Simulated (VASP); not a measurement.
AlRu:

```
Al Ru
1.0
     2.96029    0.02265   -0.00767
     0.02265    2.98213    0.01970
    -0.00767    0.01970    2.97442
Al Ru
1 1
Direct
  0.05594 0.05756 0.87132
  0.44406 0.44244 0.62868
```

| Quantity | Value |
| --- | --- |
| Program | VASP 6.6.1 |
| Task | relaxation of cell and atoms |
| Functional | PBEsol |
| Potentials or basis | VASP PAW PBE potentials, release 64 (Al, Ru_pv) |
| Cutoff | 500 eV |
| k mesh | 12 × 12 × 12 |
| Occupations | gaussian, width 0.15 eV |
| Spin | no spin polarisation |

At the start: pressure 75.4 GPa; volume 13.13 Å³/atom.

Task: Where does the relaxation end?

Result: Over 20 steps the energy falls by 2654.2 meV/atom and the volume is 13.18 Å³/atom (+0.4 %); space group Cm (No. 8, to 0.1 Å) before, Pm-3m (No. 221, to 0.1 Å).

The path:
```tsv
step	energy change (eV)	largest force (eV/Å)	pressure (GPa)	volume (Å³)
1	0.0000	18.3470	75.39	26.26
2	0.3792	5.9518	-14.52	52.95
3	-0.7765	5.1017	-13.46	47.92
4	-1.4589	4.3886	-14.85	44.74
5	-3.4277	2.9305	-17.84	35.08
6	-4.2316	2.9752	-9.62	30.56
7	-4.3878	3.2454	1.96	28.38
8	-4.9440	1.1518	-15.16	29.32
9	-4.9716	0.7633	-17.75	29.59
10	-5.1786	0.5043	11.28	25.30
11	-5.2308	0.3483	0.08	26.47
12	-5.2948	0.1333	0.77	26.29
13	-5.3045	0.1425	1.77	26.16
14	-5.3045	0.1383	1.71	26.17
15	-5.3069	0.0554	-1.67	26.57
16	-5.3073	0.0775	-0.74	26.45
17	-5.3083	0.0182	-0.07	26.37
18	-5.3083	0.0113	0.02	26.36
19	-5.3083	0.0102	0.03	26.36
20	-5.3083	0.0028	0.00	26.36
```

Final structure:
```
CELL_PARAMETERS angstrom
2.97608 -0.00014 0.00321
-0.00023 2.97611 0.00209
-0.00263 -0.00161 2.97663
ATOMIC_POSITIONS crystal
Al 0.99996 0.99999 0.00004
Ru 0.50004 0.50001 0.49996
```

Caveat: the PAW data sets were made with another functional, which shifts forces and pressure a little.
